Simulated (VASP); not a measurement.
# Bi2Te3 (R-3m) in VASP: settings compared

Aim: see how the results for Bi2Te3 move with the level of theory and the settings. Levels: PBEsol, PBE+D2, PBE+TS. Tasks: single point.

Program: VASP 6.6.1. These are calculated values, not measurements. Logs are shortened: lines on timing, memory, paths and dates and some standing lists are left out, and cuts for length are marked.

**Measured values to compare with.**

“Vacancy and Antisite-Induced Ferromagnetism in Liquid-Phase Exfoliated Bi2Te3”, 2024, arxiv:2412.10539 quotes, for a bulk crystal of Bi2Te3: band gap 0.17 eV.

How close the calculation comes is told below.

### Step 1. The cell of the first run

The structure is trigonal, space group R-3m (No. 166). The conventional cell has a = 4.386 Å, b = 4.386 Å, c = 30.192 Å, α = 90.00°, β = 90.00°, γ = 120.00°. Within 4.0 Å of Bi (site symmetry 3m) lie 6 Te at 3.06 to 3.23 Å. Within 4.0 Å of Te (site symmetry 3m) lie 3 Bi at 3.06 Å and 3 Te at 3.62 Å. Te (site symmetry -3m) has 6 Bi at 3.23 Å and 12 Te at 4.39 to 4.52 Å within 4.6 Å.

### Step 2. Single point, PBEsol

INCAR reads:

```
PREC = Accurate
ENCUT = 520
EDIFF = 1E-6
ISMEAR = -1
SIGMA = 0.05
LREAL = F
LASPH = T
NELM = 100
ALGO = Normal
ISIF = 2
LWAVE = F
LCHARG = F
GGA = PS
NBANDS = 32
```

KPOINTS reads:

```
Automatic mesh
0
Gamma
  6 6 6
```

POSCAR reads:

```
Bi2Te3
1.0
    2.1930000000      1.2661291403     10.0640100000
   -2.1930000000      1.2661291403     10.0640100000
    0.0000000000     -2.5322582807     10.0640100000
Bi Te
2 3
Direct
    0.6000000000      0.6000000000      0.6000000000
    0.4000000000      0.4000000000      0.4000000000
    0.7905000000      0.7905000000      0.7905000000
    0.2095000000      0.2095000000      0.2095000000
    0.0000000000      0.0000000000      0.0000000000
```

Potentials or basis: VASP PAW PBE potentials, release 64 (Bi_d, Te).

On the command line:

```
cat potpaw_PBE.64/Bi_d/POTCAR potpaw_PBE.64/Te/POTCAR > POTCAR
mpirun -np 1 vasp_std > vasp.out
```

OUTCAR:

```text
PREC = Accurate
   ENCUT = 520
   EDIFF = 1E-6
   ISMEAR = -1
   LREAL = F
   LASPH = T
   NELM = 100
   ISIF = 2
   GGA = PS

 ion  position               nearest neighbor table
   1  0.600  0.600  0.600-   4 3.06   4 3.06   4 3.06   5 3.23   5 3.23   5 3.23
   2  0.400  0.400  0.400-   3 3.06   3 3.06   3 3.06   5 3.23   5 3.23   5 3.23
   3  0.791  0.791  0.791-   2 3.06   2 3.06   2 3.06   4 3.62   4 3.62   4 3.62
   4  0.209  0.209  0.209-   1 3.06   1 3.06   1 3.06   3 3.62   3 3.62   3 3.62
   5  0.000  0.000  0.000-   1 3.23   2 3.23   1 3.23   1 3.23   2 3.23   2 3.23

  LATTYP: Found a trigonal (rhomboedric) cell.
 ALAT       =    10.3776986505
 COS(alpha) =     0.9106889597

  Lattice vectors:

 A1 = (   2.1930000000,   1.2661291403,  10.0640100000)
 A2 = (  -2.1930000000,   1.2661291403,  10.0640100000)
 A3 = (   0.0000000000,  -2.5322582807,  10.0640100000)

Analysis of symmetry for initial positions (statically):
=====================================================================
 Subroutine PRICEL returns:
 Original cell was already a primitive cell.

 Routine SETGRP: Setting up the symmetry group for a
 trigonal (rhombohedral) supercell.

 Subroutine GETGRP returns: Found 12 space group operations
 (whereof 12 operations were pure point group operations)
 out of a pool of 12 trial point group operations.

The static configuration has the point symmetry D_3d.

Analysis of symmetry for dynamics (positions and initial velocities):
=====================================================================
 Subroutine PRICEL returns:
 Original cell was already a primitive cell.

 Routine SETGRP: Setting up the symmetry group for a
 trigonal (rhombohedral) supercell.

 Subroutine GETGRP returns: Found 12 space group operations
 (whereof 12 operations were pure point group operations)
 out of a pool of 12 trial point group operations.

The dynamic configuration has the point symmetry D_3d.

 Subroutine INISYM returns: Found 12 space group operations
 (whereof 12 operations are pure point group operations),
 and found     1 'primitive' translations

----------------------------------------------------------------------------------------

                                     Primitive cell

  volume of cell :     167.6637

  direct lattice vectors                    reciprocal lattice vectors
     2.193000000  1.266129140 10.064010000     0.227998176  0.131634808  0.033121324
    -2.193000000  1.266129140 10.064010000    -0.227998176  0.131634808  0.033121324
     0.000000000 -2.532258281 10.064010000     0.000000000 -0.263269617  0.033121324

  length of vectors
    10.377698650 10.377698650 10.377698650     0.265344895  0.265344895  0.265344895

  position of ions in fractional coordinates (direct lattice)
     0.600000000  0.600000000  0.600000000
     0.400000000  0.400000000  0.400000000
     0.790500000  0.790500000  0.790500000
     0.209500000  0.209500000  0.209500000
     0.000000000  0.000000000  0.000000000

  ion indices of the primitive-cell ions
   primitive index   ion index
                 1           1
                 2           2
                 3           3
                 4           4
                 5           5

----------------------------------------------------------------------------------------

 KPOINTS: Automatic mesh

Automatic generation of k-mesh.
 Grid dimensions read from file:
 generate k-points for:    6    6    6

 Generating k-lattice:

  Cartesian coordinates                     Fractional coordinates (reciprocal lattice)
     0.037999696  0.021939135  0.005520221     0.166666667 -0.000000000 -0.000000000
    -0.037999696  0.021939135  0.005520221    -0.000000000  0.166666667 -0.000000000
     0.000000000 -0.043878269  0.005520221    -0.000000000 -0.000000000  0.166666667

  Length of vectors
     0.044224149  0.044224149  0.044224149

  Shift w.r.t. Gamma in fractional coordinates (k-lattice)
     0.000000000  0.000000000  0.000000000

 Subroutine IBZKPT returns following result:
 ===========================================

 Found     32 irreducible k-points:

 Following reciprocal coordinates:
            Coordinates               Weight
  0.000000  0.000000  0.000000      1.000000
  0.166667  0.000000  0.000000      6.000000
  0.333333  0.000000  0.000000      6.000000
  0.500000  0.000000  0.000000      3.000000
  0.166667  0.166667  0.000000      6.000000
  0.333333  0.166667  0.000000     12.000000
[... 16 lines left out ...]
  0.500000  0.500000  0.166667      6.000000
 -0.333333  0.500000  0.166667     12.000000
 [... further k-points ...]
   k-points           NKPTS =     32   k-points in BZ     NKDIM =     32   number of bands    NBANDS=     32
   number of dos      NEDOS =    301   number of ions     NIONS =      5
   total plane-waves  NPLWV = 512000
   dimension x,y,z NGX =    80 NGY =   80 NGZ =   80
   dimension x,y,z NGXF=   160 NGYF=  160 NGZF=  160
   ions per type =               2   3
   NGX,Y,Z   is equivalent  to a cutoff of  12.82, 12.82, 12.82 a.u.
   NGXF,Y,Z  is equivalent  to a cutoff of  25.63, 25.63, 25.63 a.u.
 SYSTEM =  unknown system
   PREC   = accura    normal or accurate (medium, high low for compatibility)
   ISTART =      0    job   : 0-new  1-cont  2-samecut
   ICHARG =      2    charge: 1-file 2-atom 10-const
   ISPIN  =      1    spin polarized calculation?
   LNONCOLLINEAR =      F non collinear calculations
   LSORBIT =      F    spin-orbit coupling
   LASPH  =      T    aspherical Exc in radial PAW
   ENCUT  =  520.0 eV  38.22 Ry    6.18 a.u.  19.30 19.30 19.30*2*pi/ulx,y,z
   NELM   =    100;   NELMIN=  2; NELMDL= -5     # of ELM steps
   EDIFF  = 0.1E-05   stopping-criterion for ELM
   LREAL  =      F    real-space projection
   EDIFFG = 0.1E-04   stopping-criterion for IOM
   NSW    =      0    number of steps for IOM
   IBRION =     -1    ionic relax: 0-MD 1-quasi-New 2-CG
   NFREE  =      0    steps in history (QN), initial steepest desc. (CG)
   ISIF   =      2    stress and relaxation
   ISYM   =      2    0-nonsym 1-usesym 2-fastsym
   POTIM  = 0.5000    time-step for ionic-motion
   TEBEG  =    0.0;   TEEND  =   0.0 temperature during run
   PSTRESS=    0.0 pullay stress
   NELECT =      48.0000    total number of electrons
   NUPDOWN=      -1.0000    fix difference up-down
   EMIN   =  10.00;   EMAX   =-10.00  energy-range for DOS
   EFERMI =   0.00;   METHOD = LEGACY
   ISMEAR =    -1;   SIGMA  =   0.05  broadening in eV -4-tet -1-fermi 0-gaus
   EFERMI_NEDOS =   21; number of points for ismear=-14 and -15
   IALGO  =     38    algorithm
   IMIX   =      4    mixing-type and parameters
     AMIX     =   0.40;   BMIX     =  1.00
     AMIX_MAG =   1.60;   BMIX_MAG =  1.00
  volume/ion in A,a.u.               =      33.53       226.29
  Fermi-wavevector in a.u.,A,eV,Ry     =   1.078969  2.038956 15.839547  1.164174
  Thomas-Fermi vector in A             =   2.214922
   LORBIT       =      0    0 simple, 1 ext, 2 COOP (PROOUT), +10 PAW based schemes
   GGA     = PS    functional components
   LHFCALC =     F    Hartree Fock is set to
   AEXX    =    0.0000 exact exchange contribution
   IVDW    =     0    specifies the selected vdW correction
   LEPSILON=     F    determine dielectric tensor
   LRPA    =     F    only Hartree local field effects (RPA)
 non-spin polarized calculation
  energy-cutoff  :      520.00
  volume of cell :      167.66
 maximum number of plane-waves:      4538
 NGX is ok and might be reduce to    80
   NGX = 39   NGY = 39   NGZ = 39

 number of electron      48.0000007 magnetization

 Free energy of the ion-electron system (eV)
  ---------------------------------------------------
  ext. energy  EPLUGINS =         0.00000000
  ---------------------------------------------------
  free energy    TOTEN  =       -20.29632011 eV

  energy without entropy =      -20.29589095  energy(sigma->0) =      -20.29610553

 E-fermi :   6.2801     XC(G=0):  -9.5359

 val. band max:        6.1811738263   @ k =   0.0000   0.0000   0.0000
 cond. band min:       6.3744573104   @ k =   0.0000   0.0000   0.0000
 fundamental gap:      0.1932834841
 Fermi energy:         6.2800932294

 k-point     1 :       0.0000    0.0000    0.0000
  band No.  band energies     occupation
      1     -16.9308      2.00000
      2     -16.9308      2.00000
      3     -16.9292      2.00000
      4     -16.9292      2.00000
      5     -16.9200      2.00000
      6     -16.9185      2.00000
[... 24 lines left out ...]
     31      10.9635      0.00000
     32      11.4271      0.00000

 k-point     2 :       0.1667    0.0000    0.0000
  band No.  band energies     occupation
      1     -16.9332      2.00000
      2     -16.9312      2.00000
      3     -16.9283      2.00000
      4     -16.9267      2.00000
      5     -16.9189      2.00000
      6     -16.9173      2.00000
[... 24 lines left out ...]
     31      10.2111      0.00000
     32      11.0805      0.00000

 k-point     3 :       0.3333    0.0000    0.0000
  band No.  band energies     occupation
      1     -16.9389      2.00000
      2     -16.9361      2.00000
      3     -16.9256      2.00000
      4     -16.9233      2.00000
      5     -16.9213      2.00000
      6     -16.9189      2.00000
[... 24 lines left out ...]
     31      10.3857      0.00000
     32      11.2870      0.00000

 k-point     4 :       0.5000    0.0000    0.0000
  band No.  band energies     occupation
      1     -16.9419      2.00000
      2     -16.9387      2.00000
      3     -16.9254      2.00000
      4     -16.9225      2.00000
      5     -16.9224      2.00000
      6     -16.9200      2.00000
[... 654 lines left out ...]
     31      10.1598      0.00000
     32      11.9348      0.00000

 k-point    23 :       0.5000    0.5000    0.1667
  band No.  band energies     occupation
      1     -16.9388      2.00000
      2     -16.9361      2.00000
      3     -16.9257      2.00000
      4     -16.9233      2.00000
      5     -16.9213      2.00000
      6     -16.9189      2.00000
[... 24 lines left out ...]
     31      10.3337      0.00000
     32      11.0914      0.00000

 k-point    24 :      -0.3333    0.5000    0.1667
  band No.  band energies     occupation
      1     -16.9384      2.00000
      2     -16.9360      2.00000
      3     -16.9276      2.00000
      4     -16.9247      2.00000
      5     -16.9200      2.00000
      6     -16.9180      2.00000
[... 24 lines left out ...]
     31      10.9555      0.00000
     32      11.4306      0.00000

 [... further k-points ...]

------------------------ aborting loop because EDIFF is reached ----------------------------------------

  FORCE on cell =-STRESS in cart. coord.  units (eV):
  Direction    XX          YY          ZZ          XY          YZ          ZX
  --------------------------------------------------------------------------------------
  -------------------------------------------------------------------------------------
  Total       -0.0728701     -0.0728701      0.0067768      0.0000000     -0.0000000      0.0000000
  in kB       -0.6963399     -0.6963399      0.0647580      0.0000000     -0.0000000      0.0000000
  external PRESSURE =      -0.4426406 kB  Pullay stress =       0.0000000 kB

 VOLUME and BASIS-vectors are now :
 -----------------------------------------------------------------------------
  energy-cutoff  :      520.00
  volume of cell :      167.66
      direct lattice vectors                 reciprocal lattice vectors
     2.193000000  1.266129140 10.064010000     0.227998176  0.131634808  0.033121324
    -2.193000000  1.266129140 10.064010000    -0.227998176  0.131634808  0.033121324
     0.000000000 -2.532258281 10.064010000     0.000000000 -0.263269617  0.033121324

 POSITION                                       TOTAL-FORCE (eV/Angst)
 -----------------------------------------------------------------------------------
      0.00000     -0.00000     18.11522         0.000000     -0.000000      0.001490
      0.00000     -0.00000     12.07681         0.000000      0.000000     -0.001490
      0.00000     -0.00000     23.86680         0.000000      0.000000     -0.006289
      0.00000     -0.00000      6.32523         0.000000     -0.000000      0.006289
      0.00000      0.00000      0.00000         0.000000      0.000000      0.000000
 -----------------------------------------------------------------------------------
    total drift:                               -0.000000     -0.000000     -0.000000

  FREE ENERGIE OF THE ION-ELECTRON SYSTEM (eV)
  ---------------------------------------------------
  free  energy   TOTEN  =       -20.2963201078 eV

  energy  without entropy=      -20.2958909494  energy(sigma->0) =      -20.29610553
```

Wall time 8.1 min (1 thread of AMD EPYC 9R45 (Zen 5), shared host); peak memory 0.93 GiB.

Results:

```yaml
Free_energy: -20.2963 eV
Pressure: 0.0 GPa
Largest_force: 0.006 eV/Å
Band_gap_on_the_k_mesh: 0.19 eV
```

Forces on the atoms (eV/Å):
```
Bi   0.000  0.000  0.001
Bi   0.000  0.000 -0.001
Te   0.000  0.000 -0.006
Te   0.000  0.000  0.006
Te   0.000  0.000  0.000
```

Levels at points of the mesh, in eV from the valence-band top:
```
           k point  band 22  band 23  band 24  band 25  band 26  band 27
(0.00, 0.00, 0.00)    -0.89    -0.89     0.00     0.19     0.60     0.60
(0.50, 0.00, 0.00)    -2.43    -0.91    -0.49     0.53     1.05     2.74
(0.50, 0.50, 0.00)    -1.82    -1.58    -0.90     0.88     1.48     2.09
(0.50, 0.50, 0.50)    -1.20    -1.20    -0.44     0.78     1.11     1.11
```

Caveat: the PAW data sets were made with another functional, which shifts forces and pressure a little; spin-orbit coupling is left out, which moves the levels of the heavy elements.

### Step 3. Single point, PBEsol

This run uses another cell than the first one, of 33.87 Å³/atom.

INCAR reads:

```
  ALGO = Normal
  EDIFF = 1E-7
  ENCUT = 520
  GGA = PS
  ISIF = 2
  ISMEAR = -1
  LASPH = True
  LCHARG = False
  LREAL = False
  LWAVE = False
  NBANDS = 32
  NELM = 80
  PREC = Accurate
  SIGMA = 0.05
```

KPOINTS reads:

```
k-points
0
Gamma
  6 6 6
```

Edit POSCAR of step 2 so:

```diff
@@ -2,5 +2,5 @@
 1.0
-    2.1930000000      1.2661291403     10.0640100000
-   -2.1930000000      1.2661291403     10.0640100000
-    0.0000000000     -2.5322582807     10.0640100000
+    2.1930000000      1.2661291403     10.1656666667
+   -2.1930000000      1.2661291403     10.1656666667
+    0.0000000000     -2.5322582807     10.1656666667
 Bi Te
```

Potentials or basis: VASP PAW PBE potentials, release 64 (Bi_d, Te).

On the command line:

```
cat potpaw_PBE.64/Bi_d/POTCAR potpaw_PBE.64/Te/POTCAR > POTCAR
mpirun -np 1 vasp_std > vasp.out
```

Run time: 8.4 min. Hardware: 1 thread of AMD EPYC 9R45 (Zen 5), shared host; peak memory 0.93 GiB.

Results (log left out):

| Item | Value |
| --- | --- |
| Free energy | -20.2926 eV |
| Pressure | -0.6 GPa |
| Largest force | 0.092 eV/Å |
| Band gap on the k mesh | 0.23 eV |

Forces on the atoms (eV/Å):
```
Bi   0.000  0.000 -0.024
Bi   0.000  0.000  0.024
Te   0.000  0.000 -0.092
Te   0.000  0.000  0.092
Te   0.000  0.000  0.000
```

Stress tensor (GPa, compression positive):
```
-0.49  0.00  0.00
 0.00 -0.49  0.00
 0.00  0.00 -0.77
```

Levels at points of the mesh, in eV from the valence-band top:
```tsv
k point	band 20	band 21	band 22	band 23	band 24	band 25	band 26	band 27	band 28	band 29
(0.00, 0.00, 0.00)	-1.70	-1.70	-0.85	-0.85	0.00	0.23	0.64	0.64	1.93	2.10
(0.50, 0.00, 0.00)	-3.16	-2.91	-2.43	-0.90	-0.51	0.53	1.04	2.73	2.73	3.25
(0.50, 0.50, 0.00)	-2.36	-2.01	-1.83	-1.54	-0.96	0.82	1.48	2.05	2.62	2.72
(0.50, 0.50, 0.50)	-1.41	-1.41	-1.14	-1.14	-0.45	0.80	1.12	1.12	1.63	1.63
```

Caveat: the PAW data sets were made with another functional, which shifts forces and pressure a little; spin-orbit coupling is left out, which moves the levels of the heavy elements.

### Step 4. Single point, PBEsol

This run uses another cell than the first one, of 34.21 Å³/atom.

INCAR reads:

```
PREC = Accurate
ENCUT = 520
EDIFF = 1E-7
ISMEAR = -1
SIGMA = 0.05
LREAL = F
LASPH = T
NELM = 80
ALGO = Normal
ISIF = 2
LWAVE = F
LCHARG = T
GGA = PS
LELF = T
LVHAR = T
NBANDS = 32
```

KPOINTS reads:

```
regular mesh
0
Gamma
  6 6 6
```

Edit POSCAR of step 3 so:

```diff
@@ -2,5 +2,5 @@
 1.0
-    2.1930000000      1.2661291403     10.1656666667
-   -2.1930000000      1.2661291403     10.1656666667
-    0.0000000000     -2.5322582807     10.1656666667
+    2.1930000000      1.2661291403     10.2673233334
+   -2.1930000000      1.2661291403     10.2673233334
+    0.0000000000     -2.5322582807     10.2673233334
 Bi Te
```

On the command line:

```
cat potpaw_PBE.64/Bi_d/POTCAR potpaw_PBE.64/Te/POTCAR > POTCAR
mpirun -np 1 vasp_std > vasp.out
```

Wall time 8.1 min (1 thread of AMD EPYC 9R45 (Zen 5), shared host); peak memory 0.93 GiB.

The run converged. Its results:

```
Free energy            : -20.2808 eV
Pressure               : -1.1 GPa
Largest force          : 0.178 eV/Å
Band gap on the k mesh : 0.26 eV
```

Forces in eV/Å, atoms in the order of the input:
```
Bi   0.000  0.000 -0.050
Bi   0.000  0.000  0.050
Te   0.000  0.000 -0.178
Te   0.000  0.000  0.178
Te   0.000  0.000  0.000
```

Stress tensor (GPa, compression positive):
```
-0.89  0.00  0.00
 0.00 -0.89  0.00
 0.00  0.00 -1.53
```

Levels at points of the mesh, in eV from the valence-band top:
```
           k point  band 20  band 21  band 22  band 23  band 24  band 25  band 26  band 27  band 28  band 29
(0.00, 0.00, 0.00)    -1.65    -1.65    -0.81    -0.81     0.00     0.26     0.67     0.67     1.95     2.08
(0.50, 0.00, 0.00)    -3.09    -2.85    -2.43    -0.89    -0.52     0.52     1.04     2.63     2.72     3.27
(0.50, 0.50, 0.00)    -2.32    -1.99    -1.84    -1.50    -1.00     0.76     1.47     2.01     2.59     2.67
(0.50, 0.50, 0.50)    -1.36    -1.36    -1.09    -1.09    -0.46     0.83     1.13     1.13     1.63     1.63
```

Caveat: the PAW data sets were made with another functional, which shifts forces and pressure a little; spin-orbit coupling is left out, which moves the levels of the heavy elements.

(Part 1 of 2 ends here.)
